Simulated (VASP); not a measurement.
Runs of VASP 6.6.1 on Ga. The structure is that of space group Fm-3m (No. 225), or close to it. The cells are those of the table. 

| task | spin | cell | k mesh | cutoff (eV) | gap on the mesh (eV) | pressure (GPa) |
| --- | --- | --- | --- | --- | --- | --- |
| single point | off | a = 2.912 Å, angles 60.0°, 1 atom | 21 × 21 × 21 | 520 | none | 4.9 |
| single point | off | a = 3.033 Å, angles 60.0°, 1 atom | 21 × 21 × 21 | 520 | none | (c) |
| single point | off | a = 3.072 Å, angles 60.0°, 1 atom | 21 × 21 × 21 | 520 | none | (b) |
| single point | off | a = 2.994 Å, angles 60.0°, 1 atom | 7 × 7 × 7 | 520 | none | (a) |
| single point | off | a = 2.869 Å, angles 60.0°, 1 atom | 21 × 21 × 21 | 520 | none | 8.3 |
| single point | off | a = 2.994 Å, angles 60.0°, 1 atom | 13 × 13 × 13 | 520 | none | 0.1 |
| single point | non-collinear, zero start, SOC | a = 2.994 Å, angles 60.0°, 1 atom | 13 × 13 × 13 | 520 | - | 0.0 |
| relaxation of cell and atoms | off | relaxed from a = 3.026 Å, angles 60.0°, 1 atom | 13 × 13 × 13 | 600 | none | 0.0 |
| single point | off | a = 2.954 Å, angles 60.0°, 1 atom | 21 × 21 × 21 | 520 | none | 2.2 |
| single point | off | a = 2.994 Å, angles 60.0°, 1 atom | 21 × 21 × 21 | 520 | none | -0.1 |
| single point | off | a = 3.109 Å, angles 60.0°, 1 atom | 21 × 21 × 21 | 520 | none | -4.2 |

Alike in all rows: level PBE; potentials or basis VASP PAW PBE potentials, release 64 (Ga_d); smearing fermi-dirac 0.1 eV.

**Question.** Estimate the missing entries.

**Answer.** (a) -1.4; (b) -3.1; (c) -1.8.

Caveats: some runs use coarse meshes.

A k mesh can miss the band edges, and rows without SOC leave out spin-orbit coupling on Ga.

A gap of «none» marks levels without a gap at the run's occupations.
